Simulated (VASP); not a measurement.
A run of VASP 6.6.1:

File INCAR:

```
ALGO = Normal
EDIFF = 1E-6
ENCUT = 520
GGA = PE
ISIF = 2
ISMEAR = 0
LASPH = T
LCHARG = T
LELF = T
LREAL = F
LVHAR = T
LWAVE = F
NBANDS = 18
NELM = 80
PREC = Accurate
SIGMA = 0.1
```

KPOINTS

```
k-points
0
Gamma
  18 18 18
```

Contents of POSCAR:

```
Si2Mo
1.0
   -1.6254726396      1.6254726396      3.9699969703
    1.6254726396     -1.6254726396      3.9699969703
    1.6254726396      1.6254726396     -3.9699969703
Si Mo
2 1
Direct
    0.3355491357      0.3355491357      0.0000000000
    0.6644508643      0.6644508643      0.0000000000
    0.0000000000      0.0000000000      0.0000000000
```

Potentials or basis: VASP PAW PBE potentials, release 64 (Si, Mo_sv).

Command:

```console
$ cat potpaw_PBE.64/Si/POTCAR potpaw_PBE.64/Mo_sv/POTCAR > POTCAR
$ mpirun -np 1 vasp_std > vasp.out
```

Hardware: 1 thread of Intel(R) Xeon(R) Platinum 8259CL CPU @ 2.50GHz (Skylake/Cascade Lake), with other jobs on the host.

How long does it take, and how much memory?

It took 7 min on 1 thread of Intel(R) Xeon(R) Platinum 8259CL CPU @ 2.50GHz (Skylake/Cascade Lake) (shared host), peak memory 0.47 GiB. Counts: scf iterations 13, k points 480.
